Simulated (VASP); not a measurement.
**BiCl2: relaxation of cell and atoms with PBE**

The system is BiCl2.

```
Bi Cl
1.0
     7.33092    0.00000    0.00000
     0.00000    7.33092    0.00000
     0.00000    0.00000    3.50799
Bi Cl
2 4
Cartesian
  0.0000 0.0000 0.0000
  3.6655 3.6655 1.7540
  1.9364 1.9364 0.0000
  5.3946 5.3946 0.0000
  5.6018 1.7291 1.7540
  1.7291 5.6018 1.7540
```

| Quantity | Value |
| --- | --- |
| Program | VASP 6.6.1 |
| Task | relaxation of cell and atoms |
| Functional | PBE |
| Potentials or basis | VASP PAW PBE potentials, release 64 (Bi_d, Cl) |
| Cutoff | 600 eV |
| k mesh | 6 × 6 × 10 |
| Occupations | gaussian, width 0.1 eV |
| Spin | no spin polarisation |
| Dipole correction | no |
| Further INCAR settings | ALGO = Normal; EDIFF = 1e-06; IBRION = 2; EDIFFG = -0.01; NSW = 100; ISIF = 3 |

* Relaxed volume: 31.38 Å³/atom
* Relaxed cell: a = 7.357 Å, b = 7.357 Å, c = 3.479 Å, α = 90.00°, β = 90.00°, γ = 90.00°
* Space group after relaxing (to 0.1 Å): P4_2/mnm (No. 136)
* Energy gained by relaxing: 0.5 meV/atom
* Ionic steps: 7
* Pressure after relaxing: 0.0 GPa
* Band gap on the k mesh: zero (bands 29 and 30 overlap by 3.22 eV)

The path:
| step | energy change (eV) | largest force (eV/Å) | pressure (GPa) | volume (Å³) |
| --- | --- | --- | --- | --- |
| 1 | 0.0000 | 0.0248 | 0.03 | 188.53 |
| 2 | -0.0018 | 0.0338 | -0.05 | 188.68 |
| 3 | -0.0022 | 0.0395 | -0.11 | 188.78 |
| 4 | -0.0028 | 0.0296 | 0.02 | 188.15 |
| 5 | -0.0028 | 0.0266 | 0.05 | 187.97 |
| 6 | -0.0030 | 0.0165 | 0.04 | 188.09 |
| 7 | -0.0032 | 0.0000 | 0.00 | 188.31 |

Final structure:
```yaml
crystal:
  lattice:
    - [7.35676, 0.00000, 0.00000]
    - [0.00000, 7.35676, 0.00000]
    - [0.00000, 0.00000, 3.47930]
  atoms:
    - { symbol: Bi, position: [0.00000, 0.00000, 0.00000] }
    - { symbol: Bi, position: [0.50000, 0.50000, 0.50000] }
    - { symbol: Cl, position: [0.26302, 0.26302, 0.00000] }
    - { symbol: Cl, position: [0.73698, 0.73698, 0.00000] }
    - { symbol: Cl, position: [0.76302, 0.23698, 0.50000] }
    - { symbol: Cl, position: [0.23698, 0.76302, 0.50000] }
```

Levels at points of the mesh, in eV from the Fermi level:
| k point | band 27 | band 28 | band 29 | band 30 | band 31 | band 32 |
| --- | --- | --- | --- | --- | --- | --- |
| (0.00, 0.00, 0.00) | -2.44 | -2.29 | -0.32 | -0.32 | 2.58 | 3.28 |
| (0.50, 0.00, 0.00) | -2.48 | -2.48 | 1.45 | 1.45 | 1.90 | 1.90 |
| (0.50, 0.50, 0.00) | -2.54 | -2.54 | 0.36 | 0.36 | 2.79 | 2.79 |
| (0.00, 0.00, 0.50) | -3.15 | -3.15 | -0.73 | -0.73 | 1.33 | 1.33 |
| (0.50, 0.00, 0.50) | -3.01 | -3.01 | -1.77 | -1.77 | 1.40 | 1.40 |
| (0.50, 0.50, 0.50) | -2.98 | -2.98 | -0.51 | -0.51 | 1.01 | 1.01 |

It took 10 min on 1 thread of Intel(R) Xeon(R) 6975P-C (Granite Rapids), with other jobs on the host, peak memory 0.58 GiB.

Caveat: spin-orbit coupling is left out, which moves the levels of the heavy elements.
